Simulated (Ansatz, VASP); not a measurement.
# BN in VASP and in Ansatz

The input POSCAR:

```
BN
1.0
    2.7404048640      0.0000000000      0.0000000000
   -1.3702024320      2.3732602288      0.0000000000
    0.0000000000      0.0000000000      3.6261246591
B N
2 2
Direct
    0.6666666667      0.3333333333      0.9997995909
    0.3333333333      0.6666666667      0.4997995909
    0.6666666667      0.3333333333      0.6252004091
    0.3333333333      0.6666666667      0.1252004091
```

The input INCAR.step1:

```
SYSTEM = BN
ALGO = Normal ; EDIFF = 1E-4
ENCUT = 520 ; GGA = PE
ISMEAR = 0 ; LASPH = .True.
LCHARG = .False. ; LREAL = .False.
LWAVE = .True. ; NBANDS = 16
NELM = 80 ; PREC = Accurate
SIGMA = 0.05
```

The input INCAR.step2:

```
SYSTEM = BN
ALGO = Normal ; EDIFF = 1E-7
ENCUT = 520 ; ISIF = 2
ISMEAR = 0 ; ISTART = 1
LASPH = .True. ; LCHARG = .False.
LMIXTAU = .True. ; LREAL = .False.
LWAVE = .False. ; METAGGA = R2SCAN
NBANDS = 16 ; NELM = 80
PREC = Accurate ; SIGMA = 0.05
```

File KPOINTS:

```
k-points
0
Gamma
  12 12 6
  0 0 0
```

Input for Ansatz:

```yaml
crystal:
  lattice:
    - [2.740404864, 0.0, 0.0]
    - [-1.370202432, 2.3732602288, 0.0]
    - [0.0, 0.0, 3.6261246591]
  atoms:
    - { symbol: B, position: [0.6666666667, 0.3333333333, 0.9997995909] }
    - { symbol: B, position: [0.3333333333, 0.6666666667, 0.4997995909] }
    - { symbol: "N", position: [0.6666666667, 0.3333333333, 0.6252004091] }
    - { symbol: "N", position: [0.3333333333, 0.6666666667, 0.1252004091] }
basis:
  ecutwfc: 500
kpoints:
  mp_grid: { grid: [12, 12, 6] }
hamiltonian:
  xc: r2scan
scf:
  occupations: { method: gaussian, width: 0.05 }
output:
  forces: true
  stress: true
  eigenvalues: true
```

Alike in both runs: task single point; functional r2SCAN; k mesh 12 × 12 × 6; occupations gaussian, width 0.05 eV; no spin polarisation.

|  | VASP | Ansatz |
| --- | --- | --- |
| version | VASP 6.6.1 | Ansatz 0.2.0 |
| potentials or method | VASP PAW PBE potentials, release 64 (B, N), cutoff 520 eV | scalar-relativistic, plane waves, PAW |
| valence electrons in the cell | 16 | 16 |

|  | VASP | Ansatz | Ansatz less VASP |
| --- | --- | --- | --- |
| gap on the k mesh at the Fermi level (eV) | 4.75 | 4.76 | +0.012 |
| least direct gap on the mesh (eV) | 5.75 | 5.74 | -0.008 |
| rms of the force components (eV/Å) | 1.775 | 1.771 | -0.0038 |

VASP's potentials were made for PBE, not for r2SCAN. Atom by atom the forces differ by 0.004 eV/Å (rms over components).
